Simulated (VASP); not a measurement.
Write the native input for VASP 6.6.1 that does the following.

```yaml
Task: single point
Functional: PBEsol
Potentials_or_basis: VASP PAW PBE potentials, release 64 (P)
Cutoff: 520 eV
k_mesh: 8 × 8 × 6
Occupations: fermi-dirac, width 0.05 eV
Spin: no spin polarisation
Dipole_correction: no
Further_INCAR_settings: ALGO = Normal; EDIFF = 1e-06; NBANDS = 18
```

The structure of P lies in POSCAR:

```
P
1.0
    1.6767293309     -4.7873589248      0.0000000000
    1.6767293309      4.7873589248      0.0000000000
    0.0000000000      0.0000000000      3.5991137980
P
4
Direct
    0.8850115764      0.1149884236      0.5463910645
    0.1149884236      0.8850115764      0.4536089355
    0.6149884236      0.3850115764      0.0463910645
    0.3850115764      0.6149884236      0.9536089355
```

The input as run:

INCAR

```
  PREC = Accurate
  ENCUT = 520
  EDIFF = 1E-6
  ISMEAR = -1
  SIGMA = 0.05
  LREAL = F
  LASPH = T
  NELM = 80
  ALGO = Normal
  ISIF = 2
  LWAVE = F
  LCHARG = F
  GGA = PS
  NBANDS = 18
```

KPOINTS

```
regular mesh
0
Gamma
  8 8 6
```

Potentials or basis: VASP PAW PBE potentials, release 64 (P).

Command:

```bash
$ cat potpaw_PBE.64/P/POTCAR > POTCAR
$ mpirun -np 1 vasp_std > vasp.out
```

It gave:

| Property | Result |
| --- | --- |
| Pressure | 9.9 GPa |
| Largest force | 0.035 eV/Å |
| Band gap on the k mesh | zero (bands 10 and 11 overlap by 1.30 eV) |

Caveat: the cell stands under pressure; the PAW data sets were made with another functional, which shifts forces and pressure a little.

Run time: 2.3 min on 1 thread of Oxide Virtual Turin-like Processor, with other jobs on the host, peak memory 0.18 GiB.
